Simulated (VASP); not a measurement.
Set up this calculation in VASP 6.6.1, as the native input.

| Quantity | Value |
| --- | --- |
| Task | single point |
| Functional | BLYP |
| Dispersion | D3(BJ) |
| Potentials or basis | VASP PAW PBE potentials, release 64 (Hf_pv, B) |
| Cutoff | 520 eV |
| k mesh | 8 × 8 × 8 |
| Occupations | gaussian, width 0.05 eV |
| Spin | no spin polarisation |
| Dipole correction | no |
| Further INCAR settings | ALGO = Normal; EDIFF = 1e-07; NBANDS = 15 |

The structure of HfB2 lies in POSCAR:

```
HfB2
1.0
    3.1408579344      0.0000000000      0.0000000000
   -1.5704289672      2.7200627609      0.0000000000
    0.0000000000      0.0000000000      3.5317980602
Hf B
1 2
Direct
    0.0000000000      0.0000000000      0.0000000000
    0.3333333333      0.6666666667      0.5000000000
    0.6666666667      0.3333333333      0.5000000000
```

This cell differs from its parent crystal: volume scaled by 1.04.

The input as run:

INCAR

```
SYSTEM = HfB2
  AGGAC = 1.0
  AGGAX = 1.0
  ALDAC = 0.0
  ALDAX = 1.0
  ALGO = Normal
  EDIFF = 1E-7
  ENCUT = 520
  GGA = B5
  ISIF = 2
  ISMEAR = 0
  IVDW = 12
  LASPH = .TRUE.
  LCHARG = .FALSE.
  LREAL = .FALSE.
  LWAVE = .FALSE.
  NBANDS = 15
  NELM = 80
  PREC = Accurate
  SIGMA = 0.05
  VDW_A1 = 0.4298
  VDW_A2 = 4.2359
  VDW_S6 = 1.0
  VDW_S8 = 2.6996
```

KPOINTS

```
k-points
0
G
  8 8 8
  0 0 0
```

Potentials or basis: VASP PAW PBE potentials, release 64 (Hf_pv, B).

The run is started by

```console
$ cat potpaw_PBE.64/Hf_pv/POTCAR potpaw_PBE.64/B/POTCAR > POTCAR
$ mpirun -np 1 vasp_std > vasp.out
```

Results of the run:

```yaml
Pressure: -9.1 GPa
Band_gap_on_the_k_mesh: zero (band 8 reaches 8.78 eV, above the bottom of band 9 at 8.01 eV)
Dispersion_energy_per_atom: -0.823 eV
```

Caveat: the PAW data sets were made with another functional, which shifts forces and pressure a little; spin-orbit coupling is left out, which moves the levels of the heavy elements; pairwise dispersion overbinds metals, which lowers pressure and volume.

It took 23 s on 1 thread of Intel Xeon 6975P-C (shared host), peak memory 0.17 GiB.
